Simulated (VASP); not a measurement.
# SrTiO3 (P4mm) in VASP: a series of runs

The runs below take SrTiO3 through single point, with PBE.

All numbers are computed with VASP 6.6.1; they aren't measurements. Logs are shortened: lines on timing, memory, paths and dates and some standing lists are left out, and cuts for length are marked.

### 1 The cell of the first run

It takes space group P4mm (No. 99, tetragonal). Conventional cell: a = 3.936 Å, b = 3.936 Å, c = 3.936 Å, α = 90.00°, β = 90.00°, γ = 90.00°. Within 3.4 Å of Sr (site symmetry 4mm) lie 12 O at 2.61 to 2.97 Å and 4 Ti at 3.24 Å. Ti (site symmetry 4mm) has 6 O at 1.89 to 2.05 Å within 2.5 Å. O (site symmetry 4mm) has 2 Ti at 1.89 to 2.05 Å within 2.5 Å. Within 2.6 Å of O (site symmetry 2mm) lie 2 Ti at 1.97 Å.

### 2 Single point, PBE (mode 1 frozen in at -0.019 Å and mode 7 at +0.173 Å (largest displacements))

Input file INCAR:

```
PREC = Accurate ; ENCUT = 520
EDIFF = 1E-7 ; ISMEAR = 0
SIGMA = 0.05 ; LREAL = False
LASPH = True ; NELM = 100
ALGO = Normal ; ISIF = 2
LWAVE = False ; LCHARG = True
GGA = PE ; LELF = True
LVHAR = True ; NBANDS = 28
```

Input file KPOINTS:

```
Automatic mesh
0
Gamma
  8 8 8
```

Input file POSCAR:

```
SrTiO3
1.0
    3.9364094381      0.0000000000      0.0000000000
    0.0000000000      3.9364094381      0.0000000000
    0.0000000000      0.0000000000      3.9364094381
Sr Ti O
1 1 3
Direct
    0.0366551542      0.0000000000      0.0000000000
    0.4593290503      0.5000000000      0.5000000000
   -0.0201239654      0.5000000000      0.5000000000
    0.4705305037      0.0000000000      0.5000000000
    0.4705305037      0.5000000000      0.0000000000
```

Potentials or basis: VASP PAW PBE potentials, release 64 (Sr_sv, Ti_sv, O).

Launch:

```sh
$ cat potpaw_PBE.64/Sr_sv/POTCAR potpaw_PBE.64/Ti_sv/POTCAR potpaw_PBE.64/O/POTCAR > POTCAR
$ mpirun -np 1 vasp_std > vasp.out
```

OUTCAR:

```text
PREC = Accurate
   ENCUT = 520
   EDIFF = 1E-7
   ISMEAR = 0
   LREAL = False
   LASPH = True
   NELM = 100
   ISIF = 2
   GGA = PE

 ion  position               nearest neighbor table
   1  0.037  0.000  0.000-   4 2.61   5 2.61   4 2.61   5 2.61   3 2.79   3 2.79   3 2.79   3 2.79
                             4 2.97   5 2.97   4 2.97   5 2.97   2 3.24   2 3.24   2 3.24   2 3.24
   2  0.459  0.500  0.500-   3 1.89   4 1.97   5 1.97   5 1.97   4 1.97   3 2.05   1 3.24   1 3.24
                             1 3.24   1 3.24   1 3.59   1 3.59   1 3.59   1 3.59
   3  0.980  0.500  0.500-   2 1.89   2 2.05   1 2.79   1 2.79   1 2.79   1 2.79
   4  0.471  0.000  0.500-   2 1.97   2 1.97   1 2.61   1 2.61   1 2.97   1 2.97
   5  0.471  0.500  0.000-   2 1.97   2 1.97   1 2.61   1 2.61   1 2.97   1 2.97

  LATTYP: Found a simple cubic cell.
 ALAT       =     3.9364094381

  Lattice vectors:

 A1 = (   3.9364094381,   0.0000000000,   0.0000000000)
 A2 = (   0.0000000000,   3.9364094381,   0.0000000000)
 A3 = (   0.0000000000,   0.0000000000,   3.9364094381)

Analysis of symmetry for initial positions (statically):
=====================================================================
 Subroutine PRICEL returns:
 Original cell was already a primitive cell.

 Routine SETGRP: Setting up the symmetry group for a
 simple cubic supercell.

 Subroutine GETGRP returns: Found  8 space group operations
 (whereof  8 operations were pure point group operations)
 out of a pool of 48 trial point group operations.

The static configuration has the point symmetry C_4v.

Analysis of symmetry for dynamics (positions and initial velocities):
=====================================================================
 Subroutine PRICEL returns:
 Original cell was already a primitive cell.

 Routine SETGRP: Setting up the symmetry group for a
 simple cubic supercell.

 Subroutine GETGRP returns: Found  8 space group operations
 (whereof  8 operations were pure point group operations)
 out of a pool of 48 trial point group operations.

The dynamic configuration has the point symmetry C_4v.

 Subroutine INISYM returns: Found  8 space group operations
 (whereof  8 operations are pure point group operations),
 and found     1 'primitive' translations

----------------------------------------------------------------------------------------

                                     Primitive cell

  volume of cell :      60.9959

  direct lattice vectors                    reciprocal lattice vectors
     3.936409438  0.000000000  0.000000000     0.254038615  0.000000000  0.000000000
     0.000000000  3.936409438  0.000000000     0.000000000  0.254038615  0.000000000
     0.000000000  0.000000000  3.936409438     0.000000000  0.000000000  0.254038615

  length of vectors
     3.936409438  3.936409438  3.936409438     0.254038615  0.254038615  0.254038615

  position of ions in fractional coordinates (direct lattice)
     0.036655154  0.000000000  0.000000000
     0.459329050  0.500000000  0.500000000
     0.979876035  0.500000000  0.500000000
     0.470530504  0.000000000  0.500000000
     0.470530504  0.500000000  0.000000000

  ion indices of the primitive-cell ions
   primitive index   ion index
                 1           1
                 2           2
                 3           3
                 4           4
                 5           5

----------------------------------------------------------------------------------------

 KPOINTS: Automatic mesh

Automatic generation of k-mesh.
 Grid dimensions read from file:
 generate k-points for:    8    8    8

 Generating k-lattice:

  Cartesian coordinates                     Fractional coordinates (reciprocal lattice)
     0.031754827  0.000000000  0.000000000     0.125000000  0.000000000  0.000000000
     0.000000000  0.031754827  0.000000000     0.000000000  0.125000000  0.000000000
     0.000000000  0.000000000  0.031754827     0.000000000  0.000000000  0.125000000

  Length of vectors
     0.031754827  0.031754827  0.031754827

  Shift w.r.t. Gamma in fractional coordinates (k-lattice)
     0.000000000  0.000000000  0.000000000

 Subroutine IBZKPT returns following result:
 ===========================================

 Found     75 irreducible k-points:

 Following reciprocal coordinates:
            Coordinates               Weight
  0.000000  0.000000  0.000000      1.000000
  0.125000  0.000000  0.000000      2.000000
  0.000000  0.125000  0.000000      4.000000
  0.250000  0.000000  0.000000      2.000000
  0.000000  0.250000  0.000000      4.000000
  0.375000  0.000000  0.000000      2.000000
[... 16 lines left out ...]
  0.375000  0.250000  0.000000      8.000000
  0.000000  0.375000  0.250000      8.000000
 [... further k-points ...]
   k-points           NKPTS =     75   k-points in BZ     NKDIM =     75   number of bands    NBANDS=     28
   number of dos      NEDOS =    301   number of ions     NIONS =      5
[... 61 lines left out ...]
  free energy    TOTEN  =       -39.95595156 eV

  energy without entropy =      -39.95595156  energy(sigma->0) =      -39.95595156

 E-fermi :   4.2963     XC(G=0): -11.1201

 val. band max:        3.9066678806   @ k =   0.5000   0.5000   0.5000
 cond. band min:       5.7144520227   @ k =   0.0000   0.0000   0.0000
 fundamental gap:      1.8077841420
 Fermi energy:         4.2962620416

 k-point     1 :       0.0000    0.0000    0.0000
  band No.  band energies     occupation
      1     -52.5867      2.00000
      2     -28.8731      2.00000
      3     -28.8258      2.00000
      4     -28.8258      2.00000
      5     -28.7857      2.00000
      6     -13.4468      2.00000
[... 20 lines left out ...]
     27       9.5927      0.00000
     28       9.9500      0.00000

 k-point     2 :       0.1250    0.0000    0.0000
  band No.  band energies     occupation
      1     -52.5865      2.00000
      2     -28.8906      2.00000
      3     -28.8254      2.00000
      4     -28.8254      2.00000
      5     -28.7744      2.00000
      6     -13.4571      2.00000
[... 20 lines left out ...]
     27       9.8522      0.00000
     28      10.3216      0.00000

 k-point     3 :       0.0000    0.1250    0.0000
  band No.  band energies     occupation
      1     -52.5865      2.00000
      2     -28.8904      2.00000
      3     -28.8319      2.00000
      4     -28.8254      2.00000
      5     -28.7680      2.00000
      6     -13.4492      2.00000
[... 20 lines left out ...]
     27       9.8362      0.00000
     28      10.3117      0.00000

 k-point     4 :       0.2500    0.0000    0.0000
  band No.  band energies     occupation
      1     -52.5861      2.00000
      2     -28.9249      2.00000
      3     -28.8245      2.00000
      4     -28.8245      2.00000
      5     -28.7551      2.00000
      6     -13.5186      2.00000
[... 20 lines left out ...]
     27      10.4784      0.00000
     28      11.3001      0.00000

 k-point     5 :       0.0000    0.2500    0.0000
  band No.  band energies     occupation
      1     -52.5861      2.00000
      2     -28.9284      2.00000
      3     -28.8317      2.00000
      4     -28.8245      2.00000
      5     -28.7440      2.00000
      6     -13.5045      2.00000
[... 20 lines left out ...]
     27      10.4560      0.00000
     28      11.2735      0.00000

 k-point     6 :       0.3750    0.0000    0.0000
  band No.  band energies     occupation
      1     -52.5856      2.00000
      2     -28.9543      2.00000
      3     -28.8236      2.00000
      4     -28.8236      2.00000
      5     -28.7405      2.00000
      6     -13.6101      2.00000
[... 463 lines left out ...]
      5     -28.7404      2.00000
      6     -13.3852      2.00000
[... 20 lines left out ...]
     27      11.2426      0.00000
     28      11.7858      0.00000

 k-point    22 :       0.0000    0.2500    0.2500
  band No.  band energies     occupation
      1     -52.5854      2.00000
      2     -28.9221      2.00000
      3     -28.8570      2.00000
      4     -28.8288      2.00000
      5     -28.7408      2.00000
      6     -13.3582      2.00000
[... 20 lines left out ...]
     27      11.2479      0.00000
     28      11.7123      0.00000

 k-point    23 :       0.3750    0.2500    0.0000
  band No.  band energies     occupation
      1     -52.5849      2.00000
      2     -28.9349      2.00000
      3     -28.8647      2.00000
      4     -28.8223      2.00000
      5     -28.7410      2.00000
      6     -13.3604      2.00000
[... 20 lines left out ...]
     27      11.8306      0.00000
     28      12.4314      0.00000

 k-point    24 :       0.0000    0.3750    0.2500
  band No.  band energies     occupation
      1     -52.5849      2.00000
      2     -28.9319      2.00000
      3     -28.8592      2.00000
      4     -28.8269      2.00000
      5     -28.7449      2.00000
      6     -13.3295      2.00000
[... 20 lines left out ...]
     27      11.9057      0.00000
     28      12.1157      0.00000

 [... further k-points ...]
[... 5 lines left out ...]
  --------------------------------------------------------------------------------------
  -------------------------------------------------------------------------------------
  Total        1.1555762      1.0288020      1.0288020      0.0000000     -0.0000000      0.0000000
  in kB       30.3534724     27.0234990     27.0234990      0.0000000     -0.0000000      0.0000000
  external PRESSURE =      28.1334901 kB  Pullay stress =       0.0000000 kB

 VOLUME and BASIS-vectors are now :
 -----------------------------------------------------------------------------
  energy-cutoff  :      520.00
  volume of cell :       61.00
      direct lattice vectors                 reciprocal lattice vectors
     3.936409438  0.000000000  0.000000000     0.254038615  0.000000000  0.000000000
     0.000000000  3.936409438  0.000000000     0.000000000  0.254038615  0.000000000
     0.000000000  0.000000000  3.936409438     0.000000000  0.000000000  0.254038615

 POSITION                                       TOTAL-FORCE (eV/Angst)
 -----------------------------------------------------------------------------------
      0.14429      0.00000      0.00000        -1.042691      0.000000     -0.000000
      1.80811      1.96820      1.96820         0.767431      0.000000     -0.000000
      3.85719      1.96820      1.96820        -0.045988     -0.000000      0.000000
      1.85220      0.00000      1.96820         0.160624     -0.000000     -0.000000
      1.85220      1.96820      0.00000         0.160624      0.000000      0.000000
 -----------------------------------------------------------------------------------
    total drift:                                0.000026     -0.000000      0.000000

  FREE ENERGIE OF THE ION-ELECTRON SYSTEM (eV)
  ---------------------------------------------------
  free  energy   TOTEN  =       -39.9559515572 eV

  energy  without entropy=      -39.9559515572  energy(sigma->0) =      -39.95595156
```

Wall time 61 s (1 thread of Intel Xeon 6975P-C (Granite Rapids), shared host); peak memory 0.26 GiB.

What came out:

```yaml
Free_energy: -39.9560 eV
Pressure: 2.8 GPa
Largest_force: 1.043 eV/Å
Band_gap_on_the_k_mesh: 1.81 eV, indirect (least direct gap 2.20 eV)
```

Forces in eV/Å, atoms in the order of the input:
```
Sr  -1.043  0.000  0.000
Ti   0.767  0.000  0.000
O   -0.046  0.000  0.000
O    0.161  0.000  0.000
O    0.161  0.000  0.000
```

Levels at points of the mesh, in eV from the valence-band top:
| k point | band 16 | band 17 | band 18 | band 19 | band 20 | band 21 | band 22 | band 23 | band 24 | band 25 |
| --- | --- | --- | --- | --- | --- | --- | --- | --- | --- | --- |
| (0.00, 0.00, 0.00) | -1.20 | -1.16 | -0.41 | -0.39 | -0.39 | 1.81 | 1.96 | 1.96 | 4.19 | 4.27 |
| (0.50, 0.00, 0.00) | -2.26 | -2.26 | -1.90 | -0.74 | -0.74 | 1.96 | 3.74 | 3.74 | 4.20 | 6.34 |
| (0.00, 0.50, 0.00) | -2.40 | -2.31 | -1.60 | -0.77 | -0.71 | 2.11 | 3.68 | 3.71 | 4.25 | 6.32 |
| (0.50, 0.50, 0.00) | -2.75 | -1.74 | -1.53 | -1.48 | -0.04 | 3.68 | 3.76 | 4.20 | 5.14 | 7.76 |
| (0.00, 0.50, 0.50) | -2.65 | -1.69 | -1.57 | -1.57 | -0.15 | 3.74 | 3.74 | 4.12 | 5.17 | 7.82 |
| (0.50, 0.50, 0.50) | -3.62 | -3.59 | -0.07 | 0.00 | 0.00 | 4.34 | 4.36 | 4.36 | 6.91 | 7.05 |

Caveat: the cell differs from its parent crystal (mode 1 frozen in at -0.019 Å and mode 7 at +0.173 Å (largest displacements)); forces of over 1 eV/Å act on the atoms, so gaps and moduli don't describe the material at rest. A k mesh can miss the band edges.

### 3 Single point, PBE (mode 1 frozen in at -0.058 Å and mode 7 at -0.173 Å (largest displacements))

Input file INCAR:

```
SYSTEM = SrTiO3
  PREC = Accurate
  ENCUT = 520
  EDIFF = 1E-6
  ISMEAR = 0
  SIGMA = 0.05
  LREAL = .FALSE.
  LASPH = .TRUE.
  NELM = 60
  ALGO = Normal
  ISIF = 2
  LWAVE = .FALSE.
  LCHARG = .FALSE.
  GGA = PE
  NBANDS = 28
```

Input file KPOINTS:

```
regular mesh
0
G
  8 8 8
  0 0 0
```

Input file POSCAR:

```
SrTiO3
1.0
    3.9364094381      0.0000000000      0.0000000000
    0.0000000000      3.9364094381      0.0000000000
    0.0000000000      0.0000000000      3.9364094381
Sr Ti O
1 1 3
Direct
   -0.0339210525      0.0000000000      0.0000000000
    0.5535786412      0.5000000000      0.5000000000
    0.0006137998      0.5000000000      0.5000000000
    0.5124287023      0.0000000000      0.5000000000
    0.5124287023      0.5000000000      0.0000000000
```

Potentials or basis: VASP PAW PBE potentials, release 64 (Sr_sv, Ti_sv, O).

Launch:

```sh
$ cat potpaw_PBE.64/Sr_sv/POTCAR potpaw_PBE.64/Ti_sv/POTCAR potpaw_PBE.64/O/POTCAR > POTCAR
$ mpirun -np 1 vasp_std > vasp.out
```

It took 54 s on 1 thread of Intel Xeon 6975P-C (Granite Rapids), shared host; peak memory 0.26 GiB.

Results (log left out):

```yaml
Free_energy: -39.8846 eV
Pressure: 5.0 GPa
Largest_force: 2.091 eV/Å
Band_gap_on_the_k_mesh: 1.88 eV, indirect (least direct gap 2.46 eV)
```

Forces in eV/Å, atoms in the order of the input:
```
Sr   1.018  0.000  0.000
Ti  -2.091  0.000  0.000
O    1.181  0.000  0.000
O   -0.054  0.000  0.000
O   -0.054  0.000  0.000
```

Stress tensor (GPa, compression positive):
```
9.11 0.00 0.00
0.00 2.92 0.00
0.00 0.00 2.92
```

Levels at points of the mesh, in eV from the valence-band top:
```
           k point  band 17  band 18  band 19  band 20  band 21  band 22  band 23  band 24
(0.00, 0.00, 0.00)    -1.18    -0.80    -0.58    -0.58     1.88     2.48     2.48     4.35
(0.50, 0.00, 0.00)    -2.32    -1.96    -0.73    -0.73     2.04     4.01     4.01     4.35
(0.00, 0.50, 0.00)    -2.24    -1.61    -1.28    -1.02     2.67     3.73     3.87     4.62
(0.50, 0.50, 0.00)    -1.75    -1.51    -1.50    -0.26     3.75     4.04     4.32     5.29
(0.00, 0.50, 0.50)    -1.91    -1.91    -1.81    -0.09     3.91     3.91     4.13     5.21
(0.50, 0.50, 0.50)    -3.57    -0.19    -0.19     0.00     4.34     4.45     4.45     6.49
```

Caveat: the cell differs from its parent crystal (mode 1 frozen in at -0.058 Å and mode 7 at -0.173 Å (largest displacements)); forces of over 1 eV/Å act on the atoms, so gaps and moduli don't describe the material at rest. A k mesh can miss the band edges.

### 4 Single point, PBE (mode 1 frozen in at -0.096 Å and mode 7 at -0.173 Å (largest displacements))

Input file INCAR:

```
SYSTEM = SrTiO3
PREC = Accurate
ENCUT = 520
EDIFF = 1E-6
ISMEAR = 0
SIGMA = 0.05
LREAL = .False.
LASPH = .True.
NELM = 100
ALGO = Normal
ISIF = 2
LWAVE = .False.
LCHARG = .False.
GGA = PE
NBANDS = 28
```

Input file KPOINTS:

```
Automatic mesh
0
Gamma
  8 8 8
  0 0 0
```

Input file POSCAR:

```
SrTiO3
1.0
    3.9364094381      0.0000000000      0.0000000000
    0.0000000000      3.9364094381      0.0000000000
    0.0000000000      0.0000000000      3.9364094381
Sr Ti O
1 1 3
Direct
   -0.0325540016      0.0000000000      0.0000000000
    0.5600324870      0.5000000000      0.5000000000
   -0.0091412830      0.5000000000      0.5000000000
    0.5039083053      0.0000000000      0.5000000000
    0.5039083053      0.5000000000      0.0000000000
```

Launch:

```sh
$ cat potpaw_PBE.64/Sr_sv/POTCAR potpaw_PBE.64/Ti_sv/POTCAR potpaw_PBE.64/O/POTCAR > POTCAR
$ mpirun -np 1 vasp_std > vasp.out
```

Wall time 54 s (1 thread of Intel Xeon 6975P-C (Granite Rapids), shared host); peak memory 0.26 GiB.

The run converged. Its results:

```
Free energy            : -39.7475 eV
Pressure               : 7.1 GPa
Largest force          : 3.743 eV/Å
Band gap on the k mesh : 1.89 eV, indirect (least direct gap 2.54 eV)
```

Forces on the atoms (eV/Å):
```
Sr   1.033  0.000  0.000
Ti  -3.743  0.000  0.000
O    2.594  0.000  0.000
O    0.058  0.000  0.000
O    0.058  0.000  0.000
```

Stress tensor (GPa, compression positive):
```
15.19  0.00  0.00
 0.00  3.13  0.00
 0.00  0.00  3.13
```

Levels at points of the mesh, in eV from the valence-band top:
```csv
k point,band 17,band 18,band 19,band 20,band 21,band 22,band 23,band 24
"(0.00, 0.00, 0.00)",-1.25,-1.12,-0.65,-0.65,1.89,2.83,2.83,4.43
"(0.50, 0.00, 0.00)",-2.32,-2.05,-0.75,-0.75,2.06,4.20,4.20,4.43
"(0.00, 0.50, 0.00)",-2.23,-1.65,-1.61,-1.27,3.02,3.72,3.95,4.86
"(0.50, 0.50, 0.00)",-1.79,-1.55,-1.53,-0.45,3.75,4.24,4.38,5.34
"(0.00, 0.50, 0.50)",-2.08,-2.08,-1.91,-0.09,3.99,3.99,4.11,5.17
"(0.50, 0.50, 0.50)",-3.58,-0.35,-0.35,0.00,4.30,4.49,4.49,6.22
```

Caveat: the cell differs from its parent crystal (mode 1 frozen in at -0.096 Å and mode 7 at -0.173 Å (largest displacements)); forces of over 1 eV/Å act on the atoms, so gaps and moduli don't describe the material at rest. A k mesh can miss the band edges.
